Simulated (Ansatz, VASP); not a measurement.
**Two plane-wave programs on ZrN**

Contents of INCAR:

```
SYSTEM = ZrN
PREC = Accurate
ENCUT = 600
EDIFF = 1E-6
ISMEAR = -1
SIGMA = 0.11
LREAL = .False.
LASPH = .True.
NELM = 120
ALGO = Normal
ISIF = 2
LWAVE = .False.
LCHARG = .False.
GGA = PE
NBANDS = 16
GGA_COMPAT = .False.
```

KPOINTS

```
regular mesh
0
Gamma
  8 8 8
  0 0 0
```

The input POSCAR:

```
ZrN
1.0
    0.0000000000      2.2942655869      2.2942655869
    2.2942655869      0.0000000000      2.2942655869
    2.2942655869      2.2942655869      0.0000000000
Zr N
1 1
Direct
    0.5000000000      0.5000000000      0.5000000000
    0.0000000000      0.0000000000      0.0000000000
```

Input for Ansatz:

```yaml
crystal:
  lattice:
    - [0.0, 2.2942655869, 2.2942655869]
    - [2.2942655869, 0.0, 2.2942655869]
    - [2.2942655869, 2.2942655869, 0.0]
  atoms:
    - { symbol: Zr, position: [0.5, 0.5, 0.5] }
    - { symbol: "N", position: [0.0, 0.0, 0.0] }
basis:
  ecutwfc: 420
kpoints:
  mp_grid: { grid: [8, 8, 8] }
hamiltonian:
  xc: pbe
scf:
  occupations: { method: fermi_dirac, width: 0.11 }
  convergence: { dr2_threshold: "1e-2 eV" }
output:
  forces: true
  stress: true
  eigenvalues: true
```

Alike in both runs: task single point; functional PBE; k mesh 8 × 8 × 8; occupations fermi-dirac, width 0.11 eV; no spin polarisation.

|  | VASP | Ansatz |
| --- | --- | --- |
| version | VASP 6.6.1 | Ansatz 0.2.0 |
| potentials or method | VASP PAW PBE potentials, release 64 (Zr_sv, N), cutoff 600 eV | scalar-relativistic, plane waves, PAW |
| valence electrons in the cell | 17 | 17 |

VASP gave:

| Property | Result |
| --- | --- |
| gap on the k mesh at the Fermi level (eV) | none |
| pressure (GPa) | 1.5 |

Question: Estimate Ansatz's values.

Answer: gap on the k mesh at the Fermi level (eV): none; pressure (GPa): 1.3.

A gap of «none» marks a metal or a gap that the smearing closes. Ansatz's warnings: force scf threshold loose, stress scf threshold loose.
